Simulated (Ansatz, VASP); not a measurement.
YNb4N: VASP beside Ansatz

File INCAR:

```
  PREC = Accurate
  ENCUT = 520
  EDIFF = 1E-6
  ISMEAR = 0
  SIGMA = 0.1
  LREAL = F
  LASPH = T
  NELM = 150
  ALGO = Normal
  ISIF = 2
  LWAVE = F
  LCHARG = F
  ISPIN = 2
  MAGMOM = 0 0 0 0 0 0
  LORBIT = 11
  LMAXMIX = 4
  GGA = PE
  NBANDS = 47
```

Contents of KPOINTS:

```
regular mesh
0
Gamma
  4 4 4
```

The input POSCAR:

```
YNb4N
1.0
    3.7701246700      0.0000000000      0.0000000000
    0.0000000000      3.7701246700      0.0000000000
    0.0000000000      0.0000000000      5.6243602500
Y Nb N
1 4 1
Direct
    0.5000000000      0.5000000000      0.5000000000
    0.0000000000      0.5000000000      0.7644799900
    0.5000000000      0.0000000000      0.7644799900
    0.0000000000      0.5000000000      0.2355200100
    0.5000000000      0.0000000000      0.2355200100
    0.0000000000      0.0000000000      0.0000000000
```

Input for Ansatz:

```yaml
crystal:
  lattice:
    - [3.77012467, 0.0, 0.0]
    - [0.0, 3.77012467, 0.0]
    - [0.0, 0.0, 5.62436025]
  atoms:
    - { symbol: "Y", position: [0.5, 0.5, 0.5] }
    - { symbol: Nb, position: [0.0, 0.5, 0.76447999] }
    - { symbol: Nb, position: [0.5, 0.0, 0.76447999] }
    - { symbol: Nb, position: [0.0, 0.5, 0.23552001] }
    - { symbol: Nb, position: [0.5, 0.0, 0.23552001] }
    - { symbol: "N", position: [0.0, 0.0, 0.0] }
basis:
  ecutwfc: 420
kpoints:
  mp_grid: { grid: [4, 4, 4] }
hamiltonian:
  xc: pbe
scf:
  occupations: { method: gaussian, width: 0.1 }
  lower_state_search: "off"
output:
  forces: true
  stress: true
  eigenvalues: true
  populations: true
magnetization:
  spin_polarized: true
```

Change from the starting cell: species swapped into the MgTiH4 type (P4/mmm, No. 123).

Alike in both runs: task single point; functional PBE; k mesh 4 × 4 × 4; occupations gaussian, width 0.1 eV; collinear spin.

|  | VASP | Ansatz |
| --- | --- | --- |
| version | VASP 6.6.1 | Ansatz 0.2.0 |
| potentials or method | VASP PAW PBE potentials, release 64 (Y_sv, Nb_sv, N), cutoff 520 eV | scalar-relativistic, plane waves, PAW |
| valence electrons in the cell | 68 | 68 |

```tsv
	VASP	Ansatz	Ansatz less VASP
gap on the k mesh at the Fermi level (eV)	none	none	-
rms of the force components (eV/Å)	1.416	1.396	-0.0201
```

Atom by atom the forces differ by 0.020 eV/Å (rms over components). A gap of «none» marks a metal or a gap that the smearing closes. The functional is the same, so the differences come from potentials, cutoffs and numerics. Ansatz's warnings: no starting moments, stability check not made.

The k mesh is coarse, so the values compare programs but aren't converged.
